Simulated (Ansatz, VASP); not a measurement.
**One calculation of ZnS, two programs**

```
Zn S
1.0
     0.00000    2.65410    2.73493
     2.65410    0.00000    2.73493
     2.65410    2.65410    0.00000
Zn S
1 1
Direct
  0.00000 0.00000 0.00000
  0.75000 0.75000 0.75000
```

Change from the starting cell: strain -0.015 along x and y, +0.015 along z, atoms carried along.

Alike in both runs: task single point; functional r2SCAN; k mesh 8 × 8 × 8; occupations gaussian, width 0.05 eV; no spin polarisation.

|  | VASP | Ansatz |
| --- | --- | --- |
| version | VASP 6.6.1 | Ansatz 0.2.0 |
| potentials or method | VASP PAW PBE potentials, release 64 (Zn, S), cutoff 520 eV | scalar-relativistic, plane waves, PAW |
| valence electrons in the cell | 18 | 18 |

VASP gave:

| Property | Result |
| --- | --- |
| gap on the k mesh at the Fermi level (eV) | 2.74 |
| least direct gap on the mesh (eV) | 2.74 |
| pressure (GPa) | 1.3 |
| traceless stress, the component that is largest in VASP (GPa) | -0.87 |

Task: Estimate Ansatz's values.

Result: gap on the k mesh at the Fermi level (eV): 2.73; least direct gap on the mesh (eV): 2.73; pressure (GPa): 1.2; traceless stress, the component that is largest in VASP (GPa): -0.91.

VASP's potentials were made for PBE, not for r2SCAN. The functional is the same, so the differences come from potentials, cutoffs and numerics.
